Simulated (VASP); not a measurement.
Write the native input for VASP 6.6.1 that does the following.

* Task: single point
* Functional: LDA
* Potentials or basis: VASP PAW LDA potentials, release 64 (W_sv)
* Cutoff: 500 eV
* k mesh: 16 × 16 × 12
* Occupations: gaussian, width 0.15 eV
* Spin: no spin polarisation
* Dipole correction: no
* Further INCAR settings: ALGO = Normal; EDIFF = 1e-06; NBANDS = 21

The structure of W lies in POSCAR:

```
W
1.0
    0.0000000000     -1.9864787844     -1.9864787844
    0.0000000000      1.9864787844     -1.9864787844
    3.9729575688      0.0000000000      0.0000000000
W
2
Direct
    0.5406749876      0.4593250124      0.4965768575
   -0.0406749876      0.0406749876      0.0034231425
```

This cell differs from its parent crystal: atoms displaced along a vibrational mode.

One way to write it, as run:

INCAR

```
SYSTEM = W
PREC = Accurate ; ENCUT = 500
EDIFF = 1E-6 ; ISMEAR = 0
SIGMA = 0.15 ; LREAL = .FALSE.
LASPH = .TRUE. ; NELM = 120
ALGO = Normal ; ISIF = 2
LWAVE = .FALSE. ; LCHARG = .FALSE.
NBANDS = 21 ; GGA_COMPAT = .FALSE.
```

KPOINTS

```
regular mesh
0
G
  16 16 12
  0 0 0
```

Potentials or basis: VASP PAW LDA potentials, release 64 (W_sv).

Launch:

```bash
$ cat potpaw_LDA.64/W_sv/POTCAR > POTCAR
$ mpirun -np 1 vasp_std > vasp.out
```

Results of the run:

The pressure is 8.1 GPa and the largest force is 1.289 eV/Å. The band gap on the k mesh is zero (bands 14 and 15 overlap by 3.82 eV).

Caveat: the cell differs from its parent crystal (atoms displaced along a vibrational mode); the cell stands under pressure; spin-orbit coupling is left out, which moves the levels of the heavy elements; forces of over 1 eV/Å act on the atoms, so gaps and moduli don't describe the material at rest.

Wall time 7 min on 1 thread of Intel Xeon 8259CL, with other jobs on the host, peak memory 0.46 GiB.
